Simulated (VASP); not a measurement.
Runs of VASP 6.6.1 on Al7Cu. The structure is that of space group Fm-3m (No. 225), or close to it. The cells are those of the table. 

```tsv
task	level	cell	k mesh	cutoff (eV)	smearing	gap on the mesh (eV)	pressure (GPa)
single point	PBE	a = 5.628 Å, angles 60.0°, 8 atoms	6 × 6 × 6	520	gaussian 0.2 eV	none	-0.2
single point	PBE	a = 5.626, c = 5.626 Å, angles 60.0°, 8 atoms	6 × 6 × 6	520	gaussian 0.2 eV	none	0.1
relaxation of cell and atoms	PBE	relaxed from a = 5.628 Å, angles 60.0°, 8 atoms	8 × 8 × 8	600	gaussian 0.1 eV	none	0.1
single point	r2SCAN	a = 5.628 Å, angles 60.0°, 8 atoms	8 × 8 × 8	520	gaussian 0.1 eV	none	(a)
single point	PBE	a = 5.628 Å, angles 60.0°, 8 atoms	4 × 4 × 4	520	gaussian 0.1 eV	none	-0.3
single point	PBE	a = 5.628 Å, angles 60.0°, 8 atoms	8 × 8 × 8	520	gaussian 0.1 eV	none	0.1
```

Alike in all rows: potentials or basis VASP PAW PBE potentials, release 64 (Al, Cu); no spin polarisation.

Q: Fill in the values left out.

A: (a) -3.2.

Caveats: the relaxation stopped at its first step, so nothing moved (some runs); the PAW data sets were made with another functional, which shifts forces and pressure a little (some runs).

A gap of «none» marks levels without a gap at the run's occupations.
